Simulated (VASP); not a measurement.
Write the native input for VASP 6.6.1 that does the following.

- Task: single point
- Functional: PBE
- Potentials or basis: VASP PAW PBE potentials, release 64 (Si, N)
- Cutoff: 520 eV
- k mesh: 6 × 6 × 2
- Occupations: gaussian, width 0.1 eV
- Spin: collinear spin, ferromagnetic start
- Starting moments: [0.0, 0.0, 0.0, 0.0, 1.0, 1.0] μB
- Dipole correction: no
- Further INCAR settings: ALGO = Normal; EDIFF = 1e-06; NBANDS = 26

The structure of Si2N lies in POSCAR:

```
Si2N
1.0
    2.7110702398      0.0000000000      0.0000000000
   -1.3555351199      2.3478556991      0.0000000000
    0.0000000000      0.0000000000     11.0588477319
Si N
4 2
Direct
    0.0000000000      0.0000000000      0.7501490780
    0.0000000000      0.0000000000      0.2498509220
    0.0000000000      0.0000000000      0.0000000000
    0.0000000000      0.0000000000      0.5000000000
    0.3333333333      0.6666666667      0.9068670132
    0.6666666667      0.3333333333      0.0931329868
```

This cell differs from its parent crystal: atoms taken out.

One way to write it, as run:

INCAR

```
SYSTEM = Si2N
PREC = Accurate
ENCUT = 520
EDIFF = 1E-6
ISMEAR = 0
SIGMA = 0.1
LREAL = .False.
LASPH = .True.
NELM = 150
ALGO = Normal
ISIF = 2
LWAVE = .False.
LCHARG = .False.
ISPIN = 2
MAGMOM = 0 0 0 0 1 1
LORBIT = 11
GGA = PE
NBANDS = 26
```

KPOINTS

```
regular mesh
0
Gamma
  6 6 2
  0 0 0
```

Potentials or basis: VASP PAW PBE potentials, release 64 (Si, N).

Run with:

```console
$ cat potpaw_PBE.64/Si/POTCAR potpaw_PBE.64/N/POTCAR > POTCAR
$ mpirun -np 1 vasp_std > vasp.out
```

Results of the run:

The pressure is 0.0 GPa and the band gap on the k mesh is zero (filled and empty bands overlap). The net moment is 0.00 μB per cell and the valence electrons inside the program's atomic spheres are Si 1.47, 1.55, 1.54 (each value once); N 3.83.

Caveat: the k points lie up to 0.45 Å⁻¹ apart, too coarse for converged energies and pressures of a metal; the cell differs from its parent crystal (atoms taken out).

It took 120 s on 1 thread of Intel Xeon 8259CL, with other jobs on the host, peak memory 0.21 GiB.
